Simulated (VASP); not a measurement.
Input of a VASP 6.6.1 run:

The input INCAR:

```
PREC = Accurate ; ENCUT = 600
EDIFF = 1E-6 ; ISMEAR = 0
SIGMA = 0.02 ; LREAL = F
LASPH = T ; NELM = 100
ALGO = Normal ; ISIF = 3
LWAVE = F ; LCHARG = F
GGA = PS ; IBRION = 2
NSW = 60 ; EDIFFG = -0.01
```

Contents of KPOINTS:

```
Automatic mesh
0
Gamma
  6 6 4
```

Contents of POSCAR:

```
LiMg
1.0
    1.7246181000     -2.4619485100      0.0000000000
    1.7246181000      2.4619485100      0.0000000000
    0.0000000000      0.0000000000      4.8884131000
Li Mg
1 1
Direct
    0.0000000000      0.0000000000      0.0000000000
    0.5000000000      0.5000000000      0.5000000000
```

Potentials or basis: VASP PAW PBE potentials, release 64 (Li_sv, Mg).

Run with:

```console
$ cat potpaw_PBE.64/Li_sv/POTCAR potpaw_PBE.64/Mg/POTCAR > POTCAR
$ mpirun -np 1 vasp_std > vasp.out
```

Q: Predict the relaxed volume.

A: 20.88 Å³/atom.

Q: Predict the space group after relaxing (to 0.05 Å).

A: Cmmm (No. 65).

Q: Estimate the relaxed cell.

A: a = 2.993 Å, b = 2.993 Å, c = 5.013 Å, α = 90.00°, β = 90.00°, γ = 111.55°.

The path:
```tsv
step	energy change (eV)	largest force (eV/Å)	pressure (GPa)	volume (Å³)
1	0.0000	0.0000	0.11	41.51
2	-0.0007	0.0000	0.08	41.59
3	-0.0014	0.0000	0.00	41.72
4	-0.0014	0.0000	-0.09	41.98
5	-0.0019	0.0000	-0.04	41.84
6	-0.0024	0.0000	-0.06	41.87
7	-0.0032	0.0000	-0.09	41.96
8	-0.0032	0.0000	-0.10	42.01
9	-0.0043	0.0000	-0.10	42.01
10	-0.0058	0.0000	-0.11	42.00
11	-0.0059	0.0000	-0.12	42.00
12	-0.0063	0.0000	-0.12	41.93
13	-0.0066	0.0000	-0.06	41.80
14	-0.0066	0.0000	-0.07	41.80
15	-0.0066	0.0000	-0.04	41.75
```

Caveat: the k points lie up to 0.38 Å⁻¹ apart in the final cell; the cutoff is under 1.25 times the usual one of these potentials, so pressure, stress and relaxed cells hold a basis-set (Pulay) error; the PAW data sets were made with another functional, which shifts forces and pressure a little.
